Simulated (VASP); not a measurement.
Runs of VASP 6.6.1 on AlP (zincblende type). The structure is that of space group F-43m (No. 216), or close to it. The cells are those of the table. 

| cell | gap on the mesh (eV) | pressure (GPa) |
| --- | --- | --- |
| a = 3.148 Å, angles 60.0°, 2 atoms | (c) | 172.2 |
| a = 3.443 Å, angles 60.0°, 2 atoms | 0.56 | (a) |
| a = 3.682 Å, angles 60.0°, 2 atoms | (b) | 15.1 |
| a = 3.311 Å, angles 60.0°, 2 atoms | 0.14 | 97.3 |
| a = 3.567 Å, angles 60.0°, 2 atoms | 0.88 | 31.7 |

Alike in all rows: task single point; level LDA; potentials or basis VASP PAW LDA potentials, release 64 (Al, P); no spin polarisation; k mesh 12 × 12 × 12; cutoff (eV) 500; smearing fermi-dirac 0.05 eV.

**Question.** Fill in the values left out.

**Answer.** (a) 57.3; (b) 1.13; (c) none.

A k mesh can miss the band edges.
